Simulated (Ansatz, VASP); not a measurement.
Mo: VASP beside Ansatz

INCAR

```
PREC     = Accurate       # precision mode
ENCUT    = 520            # plane-wave cutoff, eV
EDIFF    = 1E-7           # SCF threshold, eV
ISMEAR   = -1             # smearing method
SIGMA    = 0.1            # smearing width, eV
LREAL    = F              # projectors in reciprocal space
LASPH    = T              # aspherical terms in the spheres
NELM     = 60             # most SCF steps
ALGO     = Normal         # electronic algorithm
ISIF     = 2              # what is computed and relaxed
LWAVE    = F              # write WAVECAR
LCHARG   = F              # write CHGCAR
GGA      = CA             # functional
NBANDS   = 13             # bands
```

Contents of KPOINTS:

```
regular mesh
0
Gamma
  14 14 14
```

File POSCAR:

```
Mo
1.0
   -1.5565618036      1.5565618036      1.5565618036
    1.5565618036     -1.5565618036      1.5565618036
    1.5565618036      1.5565618036     -1.5565618036
Mo
1
Direct
    0.0000000000      0.0000000000      0.0000000000
```

Input for Ansatz:

```yaml
crystal:
  lattice:
    - [-1.5565618036, 1.5565618036, 1.5565618036]
    - [1.5565618036, -1.5565618036, 1.5565618036]
    - [1.5565618036, 1.5565618036, -1.5565618036]
  atoms:
    - { symbol: Mo, position: [0.0, 0.0, 0.0] }
hamiltonian:
  xc: lda
  pseudopotentials:
    kind: paw
    azcp:
      Mo: "pseudopotentials/Mo.paw.azcp"
basis:
  ecutwfc: 420
  fft_grid_basis: typed
kpoints:
  mp_grid: { grid: [14, 14, 14], shift: [0, 0, 0] }
magnetization:
  spin_polarized: false
scf:
  occupations: { method: fermi_dirac, width: 0.1 }
  lower_state_search: "off"
output:
  stress: true
  write_density: true
  write_potential: true
  elf: true
  volumetric_format: npy
```

Alike in both runs: task single point; functional LDA; k mesh 14 × 14 × 14; occupations fermi-dirac, width 0.1 eV; no spin polarisation.

```csv
,VASP,Ansatz
version,VASP 6.6.1,Ansatz 0.2.0
potentials or method,"VASP PAW LDA potentials, release 64 (Mo_sv), cutoff 520 eV","plane waves (420 eV) with PAW, scalar-relativistic"
valence electrons in the cell,14,14
```

Ansatz gave:

```
pressure (GPa) : 0.0
```

**Question.** What did VASP give for the same quantities?

**Answer.** Pressure (GPa): 1.2.

Ansatz warns that its potentials were made for another functional, while VASP's fit it. LDA's correlation is that of Perdew and Zunger in VASP and of Perdew and Wang (1992) in Ansatz.
